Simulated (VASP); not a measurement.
# Y3Mg2I2 in VASP: a series of runs

The runs below take Y3Mg2I2 through single point, with PBE.

Program: VASP 6.6.1. These are calculated values, not measurements. Logs are shortened: lines on timing, memory, paths and dates and some standing lists are left out, and cuts for length are marked.

### 1 The cell of the first run

The typed cell holds 7 atoms: a = 4.761 Å, b = 4.762 Å, c = 10.980 Å, α = 89.98°, β = 89.99°, γ = 120.00°.

### 2 Single point, PBE

File INCAR:

```
ALGO     = Normal         # electronic algorithm
EDIFF    = 1E-6           # SCF threshold, eV
ENCUT    = 520            # plane-wave cutoff, eV
GGA      = PE             # functional
ISIF     = 2              # what is computed and relaxed
ISMEAR   = 0              # smearing method
LASPH    = True           # aspherical terms in the spheres
LCHARG   = False          # write CHGCAR
LREAL    = False          # projectors in reciprocal space
LWAVE    = False          # write WAVECAR
NBANDS   = 34             # bands
NELM     = 80             # most SCF steps
PREC     = Accurate       # precision mode
SIGMA    = 0.2            # smearing width, eV
```

File KPOINTS:

```
k-points
0
Gamma
  6 6 2
```

File POSCAR:

```
Y3Mg2I2
1.0
    4.7614771406     -0.0001798335      0.0048232456
   -2.3808915049      4.1241752275      0.0070759184
   -0.0100860345     -0.0197339582     10.9802396784
Y Mg I
3 2 2
Direct
    0.0000753691      0.0001008688      0.3310704305
   -0.0001823434     -0.0003329500      0.6689350686
    0.0000824239      0.0001767693      0.0000173384
    0.3333198666      0.6666205740      0.4900980780
    0.6665567706      0.3331099599      0.5098860686
    0.3334615629      0.6669526935     -0.1475086181
    0.6666863502      0.3333720843      0.1475016340
```

Potentials or basis: VASP PAW PBE potentials, release 64 (Y_sv, Mg, I).

Started as:

```bash
cat potpaw_PBE.64/Y_sv/POTCAR potpaw_PBE.64/Mg/POTCAR potpaw_PBE.64/I/POTCAR > POTCAR
mpirun -np 1 vasp_std > vasp.out
```

OUTCAR:

```text
EDIFF = 1E-6
   ENCUT = 520
   GGA = PE
   ISIF = 2
   ISMEAR = 0
   LASPH = True
   LREAL = False
   NELM = 80
   PREC = Accurate

 ion  position               nearest neighbor table
   1  0.000  0.000  0.331-   4 3.26   4 3.26   4 3.26   5 3.38   5 3.38   5 3.38   7 3.41   7 3.41
                             7 3.41   3 3.64   2 3.71
   2  1.000  1.000  0.669-   5 3.26   5 3.26   5 3.26   4 3.38   4 3.38   4 3.38   6 3.41   6 3.41
                             6 3.41   3 3.64   1 3.71
   3  0.000  0.000  0.000-   7 3.19   7 3.19   6 3.19   7 3.19   6 3.19   6 3.19   1 3.64   2 3.64

   4  0.333  0.667  0.490-   5 2.76   5 2.76   5 2.76   1 3.26   1 3.26   1 3.26   2 3.38   2 3.38
                             2 3.38
   5  0.667  0.333  0.510-   4 2.76   4 2.76   4 2.76   2 3.26   2 3.26   2 3.26   1 3.38   1 3.38
                             1 3.38
   6  0.333  0.667  0.852-   3 3.19   3 3.19   3 3.19   2 3.41   2 3.41   2 3.41
   7  0.667  0.333  0.148-   3 3.19   3 3.19   3 3.19   1 3.41   1 3.41   1 3.41

  LATTYP: Found a triclinic cell.
 ALAT       =     4.7617924743
 B/A-ratio  =     0.9999342921
 C/A-ratio  =     2.3059094035
 COS(alpha) =     0.0000944779
 COS(beta)  =     0.0004831577
 COS(gamma) =     0.4999043369

  Lattice vectors:

 A1 = (  -2.3805856357,  -4.1239953940,  -0.0118991640)
 A2 = (  -4.7614771406,   0.0001798335,  -0.0048232456)
 A3 = (   0.0100860345,   0.0197339582, -10.9802396784)

Analysis of symmetry for initial positions (statically):
=====================================================================
 Subroutine PRICEL returns:
 Original cell was already a primitive cell.

 Routine SETGRP: Setting up the symmetry group for a
 triclinic supercell.

 Subroutine GETGRP returns: Found  1 space group operations
 (whereof  1 operations were pure point group operations)
 out of a pool of  2 trial point group operations.

The static configuration has the point symmetry C_1 .

Analysis of symmetry for dynamics (positions and initial velocities):
=====================================================================
 Subroutine PRICEL returns:
 Original cell was already a primitive cell.

 Routine SETGRP: Setting up the symmetry group for a
 triclinic supercell.

 Subroutine GETGRP returns: Found  1 space group operations
 (whereof  1 operations were pure point group operations)
 out of a pool of  2 trial point group operations.

[... 106 lines left out ...]
   LSORBIT =      F    spin-orbit coupling
   LASPH  =      T    aspherical Exc in radial PAW
   ENCUT  =  520.0 eV  38.22 Ry    6.18 a.u.   8.85  8.85 20.42*2*pi/ulx,y,z
   NELM   =     80;   NELMIN=  2; NELMDL= -5     # of ELM steps
   EDIFF  = 0.1E-05   stopping-criterion for ELM
   LREAL  =      F    real-space projection
   EDIFFG = 0.1E-04   stopping-criterion for IOM
   NSW    =      0    number of steps for IOM
   IBRION =     -1    ionic relax: 0-MD 1-quasi-New 2-CG
   NFREE  =      0    steps in history (QN), initial steepest desc. (CG)
   ISIF   =      2    stress and relaxation
   ISYM   =      2    0-nonsym 1-usesym 2-fastsym
   POTIM  = 0.5000    time-step for ionic-motion
   TEBEG  =    0.0;   TEEND  =   0.0 temperature during run
   PSTRESS=    0.0 pullay stress
   NELECT =      51.0000    total number of electrons
   NUPDOWN=      -1.0000    fix difference up-down
   EMIN   =  10.00;   EMAX   =-10.00  energy-range for DOS
   EFERMI =   0.00;   METHOD = LEGACY
   ISMEAR =     0;   SIGMA  =   0.20  broadening in eV -4-tet -1-fermi 0-gaus
   EFERMI_NEDOS =   21; number of points for ismear=-14 and -15
   IALGO  =     38    algorithm
   IMIX   =      4    mixing-type and parameters
     AMIX     =   0.40;   BMIX     =  1.00
     AMIX_MAG =   1.60;   BMIX_MAG =  1.00
  volume/ion in A,a.u.               =      30.80       207.87
  Fermi-wavevector in a.u.,A,eV,Ry     =   1.012443  1.913239 13.946518  1.025040
  Thomas-Fermi vector in A             =   2.145552
   LORBIT       =      0    0 simple, 1 ext, 2 COOP (PROOUT), +10 PAW based schemes
   GGA     = PE    functional components
   LHFCALC =     F    Hartree Fock is set to
   AEXX    =    0.0000 exact exchange contribution
   IVDW    =     0    specifies the selected vdW correction
   LEPSILON=     F    determine dielectric tensor
   LRPA    =     F    only Hartree local field effects (RPA)
 non-spin polarized calculation
 Gauss-broadening in eV      SIGMA  =   0.20
  energy-cutoff  :      520.00
  volume of cell :      215.62
 maximum number of plane-waves:      5871
   NGX = 17   NGY = 17   NGZ = 41

 number of electron      51.0000004 magnetization

 Free energy of the ion-electron system (eV)
  ---------------------------------------------------
  ext. energy  EPLUGINS =         0.00000000
  ---------------------------------------------------
  free energy    TOTEN  =       -27.28376153 eV

  energy without entropy =      -27.12513985  energy(sigma->0) =      -27.20445069

 E-fermi :   4.5620     XC(G=0):  -8.9804

 val. band max:        4.5505744583   @ k =   0.3333   0.3333   0.0000
 cond. band min:       4.5854992344   @ k =   0.5000   0.3333   0.5000
 fundamental gap:      0.0349247762
 Fermi energy:         4.5619819128

 k-point     1 :       0.0000    0.0000    0.0000
  band No.  band energies     occupation
      1     -39.3737      2.00000
      2     -38.7824      2.00000
      3     -38.7760      2.00000
      4     -19.4747      2.00000
      5     -19.4746      2.00000
      6     -19.2568      2.00000
[... 877 lines left out ...]
     33       6.5678      0.00000
     34       6.7148      0.00000

 [... further k-points ...]
[... 5 lines left out ...]
  --------------------------------------------------------------------------------------
  -------------------------------------------------------------------------------------
  Total       -0.0405266     -0.0404225     -0.0679393      0.0007368     -0.0058558     -0.0021529
  in kB       -0.3011390     -0.3003661     -0.5048333      0.0054746     -0.0435126     -0.0159974
  external PRESSURE =      -0.3687795 kB  Pullay stress =       0.0000000 kB

 VOLUME and BASIS-vectors are now :
 -----------------------------------------------------------------------------
  energy-cutoff  :      520.00
  volume of cell :      215.62
      direct lattice vectors                 reciprocal lattice vectors
     4.761477141 -0.000179833  0.004823246     0.210023023  0.121245848  0.000410825
    -2.380891505  4.124175228  0.007075918     0.000008717  0.242477008  0.000435794
    -0.010086035 -0.019733958 10.980239678    -0.000092262 -0.000209517  0.091072232

 POSITION                                       TOTAL-FORCE (eV/Angst)
 -----------------------------------------------------------------------------------
     -0.00322     -0.00612      3.63523         0.000189     -0.000304      0.004807
      2.37376      4.10942      7.35696        -0.000208      0.000853     -0.005001
     -0.00003      0.00073      0.00019        -0.000018     -0.000274     -0.000905
     -0.00500      2.73953      5.38772         0.000014     -0.002921      0.000046
      2.37555      1.36362      5.60424        -0.000045      0.003381      0.000550
     -0.00877      2.73375      9.36689         0.000101     -0.001559      0.003202
      2.37920      1.37185      1.62518        -0.000034      0.000824     -0.002699
 -----------------------------------------------------------------------------------
    total drift:                               -0.000003      0.000001     -0.000064

  FREE ENERGIE OF THE ION-ELECTRON SYSTEM (eV)
  ---------------------------------------------------
  free  energy   TOTEN  =       -27.2837615254 eV

  energy  without entropy=      -27.1251398516  energy(sigma->0) =      -27.20445069
```

It took 3.3 min on 1 thread of Intel Xeon 6975P-C (Granite Rapids), shared host; peak memory 0.51 GiB.

What came out:

- Free energy: -27.2838 eV
- Pressure: 0.0 GPa
- Largest force: 0.005 eV/Å
- Band gap on the k mesh: zero (an odd number of electrons rules out a gap without spin polarisation)

Forces in eV/Å, atoms in the order of the input:
```
Y    0.000  0.000  0.005
Y    0.000  0.001 -0.005
Y    0.000  0.000 -0.001
Mg   0.000 -0.003  0.000
Mg   0.000  0.003  0.001
I    0.000 -0.002  0.003
I    0.000  0.001 -0.003
```

Levels at points of the mesh, in eV from the Fermi level:
```
           k point  band 24  band 25  band 26  band 27  band 28  band 29
(0.00, 0.00, 0.00)    -0.06    -0.06    -0.03    -0.03     0.21     0.43
(0.50, 0.00, 0.00)    -0.46    -0.31    -0.04     0.71     0.82     0.94
(0.00, 0.50, 0.00)    -0.46    -0.31    -0.04     0.71     0.82     0.94
(0.50, 0.50, 0.00)    -0.46    -0.31    -0.04     0.71     0.82     0.94
(0.00, 0.00, 0.50)    -0.18    -0.17    -0.08     0.14     0.14     0.59
(0.50, 0.00, 0.50)    -0.47    -0.31    -0.19     0.39     0.87     1.19
(0.00, 0.50, 0.50)    -0.47    -0.31    -0.19     0.39     0.87     1.19
(0.50, 0.50, 0.50)    -0.47    -0.31    -0.19     0.39     0.87     1.19
```

Caveat: spin-orbit coupling is left out, which moves the levels of the heavy elements; an odd number of electrons without spin polarisation forces a metal; a magnetic or distorted state may lie lower.

### 3 Single point, PBE

This run uses another cell than the first one, of 30.66 Å³/atom.

File INCAR:

```
SYSTEM = Y3Mg2I2
PREC = Accurate
ENCUT = 520
EDIFF = 1E-6
ISMEAR = 0
SIGMA = 0.1
LREAL = .False.
LASPH = .True.
NELM = 100
ALGO = Normal
ISIF = 2
LWAVE = .False.
LCHARG = .True.
GGA = PE
LELF = .True.
LVHAR = .True.
NBANDS = 34
```

File KPOINTS:

```
Automatic mesh
0
Gamma
  12 12 4
  0 0 0
```

File POSCAR:

```
Y3Mg2I2
1.0
    4.7536802775      0.0000000000      0.0000000000
   -2.3768401388      4.1168078817      0.0000000000
    0.0000000000      0.0000000000     10.9678127727
Y Mg I
3 2 2
Direct
    0.0000000000      0.0000000000      0.8307779382
    0.0000000000      0.0000000000      0.1692220618
    0.0000000000      0.0000000000      0.5000000000
    0.3333333333      0.6666666667      0.9891474511
    0.6666666667      0.3333333333      0.0108525489
    0.3333333333      0.6666666667      0.3518049153
    0.6666666667      0.3333333333      0.6481950847
```

Potentials or basis: VASP PAW PBE potentials, release 64 (Y_sv, Mg, I).

Started as:

```bash
cat potpaw_PBE.64/Y_sv/POTCAR potpaw_PBE.64/Mg/POTCAR potpaw_PBE.64/I/POTCAR > POTCAR
mpirun -np 1 vasp_std > vasp.out
```

Wall time 6.3 min (1 thread of Intel Xeon 6975P-C (Granite Rapids), shared host); peak memory 0.67 GiB.

The run converged. Its results:

```yaml
Free_energy: -27.2334 eV
Pressure: 0.0 GPa
Largest_force: 0.005 eV/Å
Band_gap_on_the_k_mesh: zero (an odd number of electrons rules out a gap without spin polarisation)
```

Forces on the atoms (eV/Å):
```
Y    0.000  0.000 -0.005
Y    0.000  0.000  0.005
Y    0.000  0.000  0.000
Mg   0.000  0.000  0.002
Mg   0.000  0.000 -0.002
I    0.000  0.000  0.004
I    0.000  0.000 -0.004
```

Levels at points of the mesh, in eV from the Fermi level:
```tsv
k point	band 24	band 25	band 26	band 27	band 28	band 29
(0.00, 0.00, 0.00)	-0.05	-0.05	-0.03	-0.03	0.21	0.42
(0.50, 0.00, 0.00)	-0.45	-0.30	-0.04	0.72	0.83	0.95
(0.00, 0.00, 0.50)	-0.18	-0.18	-0.08	0.16	0.16	0.59
(0.50, 0.00, 0.50)	-0.47	-0.30	-0.18	0.40	0.88	1.20
```

Caveat: spin-orbit coupling is left out, which moves the levels of the heavy elements; an odd number of electrons without spin polarisation forces a metal; a magnetic or distorted state may lie lower.

The gap in the log of VASP goes by the Fermi energy; the results here count the filled bands.